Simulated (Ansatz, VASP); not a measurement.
# Two plane-wave programs on CoO

INCAR

```
SYSTEM = CoO
ALGO = Normal
EDIFF = 1E-6
ENCUT = 520
GGA = PS
ISIF = 2
ISMEAR = 0
ISPIN = 2
LASPH = .True.
LCHARG = .False.
LMAXMIX = 4
LORBIT = 11
LREAL = .False.
LWAVE = .False.
MAGMOM = 3 3 0 0
NBANDS = 27
NELM = 150
PREC = Accurate
SIGMA = 0.1
```

The input KPOINTS:

```
k-points
0
Gamma
  18 18 10
  0 0 0
```

POSCAR

```
CoO
1.0
    2.6468331046      0.0000000000      0.0000000000
   -1.3234165523      2.2922247082      0.0000000000
    0.0000000000      0.0000000000      4.7670915815
Co O
2 2
Direct
    0.0000000000      0.0000000000      0.0000000000
    0.0000000000      0.0000000000      0.5000000000
    0.3333333333      0.6666666667      0.2500000000
    0.6666666667      0.3333333333      0.7500000000
```

Input for Ansatz:

```yaml
crystal:
  lattice:
    - [2.6468331046, 0.0, 0.0]
    - [-1.3234165523, 2.2922247082, 0.0]
    - [0.0, 0.0, 4.7670915815]
  atoms:
    - { symbol: Co, position: [0.0, 0.0, 0.0], spin: 3.0 }
    - { symbol: Co, position: [0.0, 0.0, 0.5], spin: 3.0 }
    - { symbol: O, position: [0.3333333333, 0.6666666667, 0.25] }
    - { symbol: O, position: [0.6666666667, 0.3333333333, 0.75] }
basis:
  ecutwfc: 420
kpoints:
  mp_grid: { grid: [18, 18, 10] }
hamiltonian:
  xc: pbesol
scf:
  occupations: { method: gaussian, width: 0.1 }
  lower_state_search: "off"
output:
  forces: true
  stress: true
  eigenvalues: true
  populations: true
magnetization:
  spin_polarized: true
```

Alike in both runs: task single point; functional PBEsol; k mesh 18 × 18 × 10; occupations gaussian, width 0.1 eV; collinear spin.

|  | VASP | Ansatz |
| --- | --- | --- |
| version | VASP 6.6.1 | Ansatz 0.2.0 |
| potentials or method | VASP PAW PBE potentials, release 64 (Co, O), cutoff 520 eV | scalar-relativistic, plane waves, PAW |
| valence electrons in the cell | 30 | 46 |

VASP gave:

- gap on the k mesh at the Fermi level (eV): none
- net moment per atom (μB): 0.58
- size of the moment on the site where the two differ most (μB): 0.08

What did Ansatz give for the same quantities?

gap on the k mesh at the Fermi level (eV): none; net moment per atom (μB): 0.61; size of the moment on the site where the two differ most (μB): 0.09.

VASP's potentials were made for PBE, not for PBEsol. Site moments also hang on the region over which each program counts them. A gap of «none» marks a metal or a gap that the smearing closes. VASP's potentials hold 30 valence electrons a cell and Ansatz's 46, so a difference there can come from the potentials and not from the codes.
